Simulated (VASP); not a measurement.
Input of a VASP 6.6.1 run:

INCAR

```
PREC = Accurate
ENCUT = 520
EDIFF = 1E-7
ISMEAR = -1
SIGMA = 0.1
LREAL = False
LASPH = True
NELM = 80
ALGO = Normal
ISIF = 2
LWAVE = False
LCHARG = True
GGA = PS
LELF = True
LVHAR = True
NBANDS = 11
```

Contents of KPOINTS:

```
Automatic mesh
0
Gamma
  19 19 19
```

Contents of POSCAR:

```
Pt
1.0
   -1.5365060695      1.5365060695      1.5365060695
    1.5365060695     -1.5365060695      1.5365060695
    1.5365060695      1.5365060695     -1.5365060695
Pt
1
Direct
    0.0000000000      0.0000000000      0.0000000000
```

Potentials or basis: VASP PAW PBE potentials, release 64 (Pt).

Command:

```console
$ cat potpaw_PBE.64/Pt/POTCAR > POTCAR
$ mpirun -np 1 vasp_std > vasp.out
```

Q: What does it give for the band gap on the k mesh?

A: Zero (band 5 reaches 12.74 eV, above the bottom of band 6 at 10.34 eV).

Q: What does it give for the pressure?

A: 14.7 GPa.

Caveat: the PAW data sets were made with another functional, which shifts forces and pressure a little; spin-orbit coupling is left out, which moves the levels of the heavy elements.
